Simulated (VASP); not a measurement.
Crystal: Nd3H2.

```
Nd H
1.0
     4.68655    0.00000    0.00000
    -2.34328    4.05867    0.00000
     0.00000    0.00000    5.33736
Nd H
3 2
Cartesian
  0.0000 0.0000 0.0000
  0.0000 2.7058 2.6687
  2.3433 1.3529 2.6687
  0.0000 2.7058 0.0000
  2.3433 1.3529 0.0000
```

The cell was generated, and may not be a known phase.

```yaml
Program: VASP 6.6.1
Task: relaxation of cell and atoms
Functional: PBE
Potentials_or_basis: VASP PAW PBE potentials, release 64 (Nd_3, H), 4f in core
Cutoff: 500 eV
k_mesh: 6 × 6 × 4
Occupations: gaussian, width 0.1 eV
Spin: no spin polarisation
```

At the start: pressure 3.0 GPa; volume 20.30 Å³/atom.

Question: Where does the relaxation end?

Answer: Over 7 steps the energy falls by 193.9 meV/atom and the volume is 22.93 Å³/atom (+12.9 %); space group P6/mmm (No. 191, to 0.1 Å) before and after.

Step by step:
| step | energy change (eV) | largest force (eV/Å) | pressure (GPa) | volume (Å³) |
| --- | --- | --- | --- | --- |
| 1 | 0.0000 | 0.0000 | 2.96 | 101.52 |
| 2 | -0.5008 | 0.0000 | -0.32 | 106.85 |
| 3 | -0.8070 | 0.0000 | -1.62 | 112.49 |
| 4 | -0.9274 | 0.0000 | -0.46 | 121.74 |
| 5 | -0.9476 | 0.0000 | -1.49 | 118.06 |
| 6 | -0.9645 | 0.0000 | 0.74 | 113.07 |
| 7 | -0.9695 | 0.0000 | -0.02 | 114.64 |

Final structure:
```cif
data_structure
_symmetry_space_group_name_H-M 'P 1'
_symmetry_Int_Tables_number 1
_cell_length_a 5.4434
_cell_length_b 5.4434
_cell_length_c 4.4677
_cell_angle_alpha 90.000
_cell_angle_beta 90.000
_cell_angle_gamma 120.000
_cell_volume 114.64
loop_
_atom_site_label
_atom_site_type_symbol
_atom_site_fract_x
_atom_site_fract_y
_atom_site_fract_z
_atom_site_occupancy
Nd1 Nd 0.00000 0.00000 0.00000 1
Nd2 Nd 0.33333 0.66667 0.50000 1
Nd3 Nd 0.66667 0.33333 0.50000 1
H1 H 0.33333 0.66667 0.00000 1
H2 H 0.66667 0.33333 0.00000 1
```

Caveat: a cell axis changed by over 15 % at a fixed basis, so the end point is rough.
